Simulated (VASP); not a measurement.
Here is a VASP 6.6.1 calculation.

INCAR

```
ALGO = Normal
EDIFF = 1E-7
ENCUT = 520
GGA = PS
ISIF = 2
ISMEAR = -1
LASPH = True
LCHARG = False
LREAL = False
LWAVE = False
NBANDS = 15
NELM = 60
PREC = Accurate
SIGMA = 0.02
```

File KPOINTS:

```
k-points
0
Gamma
  12 12 10
```

File POSCAR:

```
TaN
1.0
    2.8785330664      0.0000000000      0.0000000000
   -1.4392665332      2.4928827612      0.0000000000
    0.0000000000      0.0000000000      2.8246473979
Ta N
1 1
Direct
    0.3333333333      0.6666666667      0.5000000000
    0.0000000000      0.0000000000      0.0000000000
```

Potentials or basis: VASP PAW PBE potentials, release 64 (Ta_pv, N).

The run is started by

```bash
$ cat potpaw_PBE.64/Ta_pv/POTCAR potpaw_PBE.64/N/POTCAR > POTCAR
$ mpirun -np 1 vasp_std > vasp.out
```

Problem. Predict the band gap on the k mesh.

Solution. Zero (band 8 reaches 9.16 eV, above the bottom of band 9 at 8.62 eV).

Problem. Predict the pressure.

Solution. 20.3 GPa.

Stress tensor (GPa, compression positive):
```
19.34  0.00  0.00
 0.00 19.34  0.00
 0.00  0.00 22.14
```

Caveat: the PAW data sets were made with another functional, which shifts forces and pressure a little; spin-orbit coupling is left out, which moves the levels of the heavy elements.
